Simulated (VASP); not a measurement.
HfB, 2 atoms in the cell. The structure is cubic, space group Fm-3m (No. 225). Conventional cell: a = 4.493 Å, b = 4.493 Å, c = 4.493 Å, α = 90.00°, β = 90.00°, γ = 90.00°. Hf (site symmetry m-3m) has 6 B at 2.25 Å within 3.0 Å. B (site symmetry m-3m) has 6 Hf at 2.25 Å within 3.0 Å. 

```yaml
Program: VASP 6.6.1
Task: single point
Functional: PBE
Potentials_or_basis: VASP PAW PBE potentials, release 64 (Hf_pv, B)
Cutoff: 520 eV
k_mesh: 9 × 9 × 9
Occupations: methfessel-paxton, width 0.1 eV
Spin: no spin polarisation
Dipole_correction: no
Further_INCAR_settings: ALGO = Normal; EDIFF = 1e-06; NBANDS = 14
```

Potentials or basis: VASP PAW PBE potentials, release 64 (Hf_pv, B).

Command:

```sh
$ cat potpaw_PBE.64/Hf_pv/POTCAR potpaw_PBE.64/B/POTCAR > POTCAR
$ mpirun -np 1 vasp_std > vasp.out
```

Hardware: 1 thread of AMD EPYC 7R43 64-Core Processor (Zen 3) (shared host).

Question: Estimate the wall time of this run.

Answer: Wall time 12 s on 1 thread of AMD EPYC 7R43 64-Core Processor (Zen 3), on a shared host, peak memory 0.11 GiB. Counts: scf iterations 12, k points 35.
